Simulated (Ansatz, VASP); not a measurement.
## One calculation of HfTi5N6, two programs

INCAR

```
SYSTEM = HfTi5N6
ALGO     = Normal         ! electronic algorithm
EDIFF    = 1E-6           ! SCF threshold, eV
ENCUT    = 520            ! plane-wave cutoff, eV
GGA      = PE             ! functional
ISIF     = 2              ! what is computed and relaxed
ISMEAR   = 0              ! smearing method
ISPIN    = 2              ! spin polarisation
LASPH    = .True.         ! aspherical terms in the spheres
LCHARG   = .True.         ! write CHGCAR
LELF     = .True.         ! ELF
LMAXMIX  = 4              ! l up to which the mixer works
LORBIT   = 11             ! projections on sites
LREAL    = .False.        ! projectors in reciprocal space
LVHAR    = .True.       
LWAVE    = .False.        ! write WAVECAR
MAGMOM   = 0 1 1 1 1 1 0 0 0 0 0 0 ! initial moments
NBANDS   = 66             ! bands
NELM     = 150            ! most SCF steps
PREC     = Accurate       ! precision mode
SIGMA    = 0.1            ! smearing width, eV
```

File KPOINTS:

```
k-points
0
Gamma
  6 6 2
  0 0 0
```

The input POSCAR:

```
HfTi5N6
1.0
    3.0520619000      0.0000000000      0.0000000000
    0.0000000000      3.0520619000      0.0000000000
    0.0000000000      0.0000000000     12.9244067000
Hf Ti N
1 5 6
Direct
    0.0000000000      0.0000000000      0.0000000000
    0.5000000000      0.5000000000      0.1787340000
    0.0000000000      0.0000000000      0.3355770000
    0.5000000000      0.5000000000      0.5000000000
    0.0000000000      0.0000000000      0.6644230000
    0.5000000000      0.5000000000      0.8212660000
    0.0000000000      0.0000000000      0.1718410000
    0.5000000000      0.5000000000      0.3380670000
    0.0000000000      0.0000000000      0.5000000000
    0.5000000000      0.5000000000      0.6619330000
    0.0000000000      0.0000000000      0.8281590000
    0.5000000000      0.5000000000      0.0000000000
```

Input for Ansatz:

```yaml
crystal:
  lattice:
    - [3.0520619, 0.0, 0.0]
    - [0.0, 3.0520619, 0.0]
    - [0.0, 0.0, 12.9244067]
  atoms:
    - { symbol: Hf, position: [0.0, 0.0, 0.0] }
    - { symbol: Ti, position: [0.5, 0.5, 0.178734], spin: 1.0 }
    - { symbol: Ti, position: [0.0, 0.0, 0.335577], spin: 1.0 }
    - { symbol: Ti, position: [0.5, 0.5, 0.5], spin: 1.0 }
    - { symbol: Ti, position: [0.0, 0.0, 0.664423], spin: 1.0 }
    - { symbol: Ti, position: [0.5, 0.5, 0.821266], spin: 1.0 }
    - { symbol: "N", position: [0.0, 0.0, 0.171841] }
    - { symbol: "N", position: [0.5, 0.5, 0.338067] }
    - { symbol: "N", position: [0.0, 0.0, 0.5] }
    - { symbol: "N", position: [0.5, 0.5, 0.661933] }
    - { symbol: "N", position: [0.0, 0.0, 0.828159] }
    - { symbol: "N", position: [0.5, 0.5, 0.0] }
basis:
  ecutwfc: 420
kpoints:
  mp_grid: { grid: [6, 6, 2] }
hamiltonian:
  xc: pbe
scf:
  occupations: { method: gaussian, width: 0.1 }
  lower_state_search: "off"
output:
  forces: true
  stress: true
  eigenvalues: true
  populations: true
magnetization:
  spin_polarized: true
```

Alike in both runs: task single point; functional PBE; k mesh 6 × 6 × 2; occupations gaussian, width 0.1 eV; collinear spin.

|  | VASP | Ansatz |
| --- | --- | --- |
| version | VASP 6.6.1 | Ansatz 0.2.0 |
| potentials or method | VASP PAW PBE potentials, release 64 (Hf_pv, Ti_sv, N), cutoff 520 eV | scalar-relativistic, plane waves, PAW |
| valence electrons in the cell | 100 | 116 |

|  | VASP | Ansatz | Ansatz less VASP |
| --- | --- | --- | --- |
| gap on the k mesh at the Fermi level (eV) | none | none | - |
| pressure (GPa) | 0.0 | 0.1 | +0.06 |
| traceless stress, the component that is largest in VASP (GPa) | -0.86 | -0.90 | -0.044 |
| rms of the force components (eV/Å) | 0.053 | 0.044 | -0.0093 |
| net moment per atom (μB) | 0.00 | 0.00 | 0.000 |

Atom by atom the forces differ by 0.021 eV/Å (rms over components). A gap of «none» marks a metal or a gap that the smearing closes. VASP's potentials hold 100 valence electrons a cell and Ansatz's 116, so a difference there can come from the potentials and not from the codes. Ansatz's warnings: seeded moment not kept.

Neither program's run includes spin-orbit coupling.
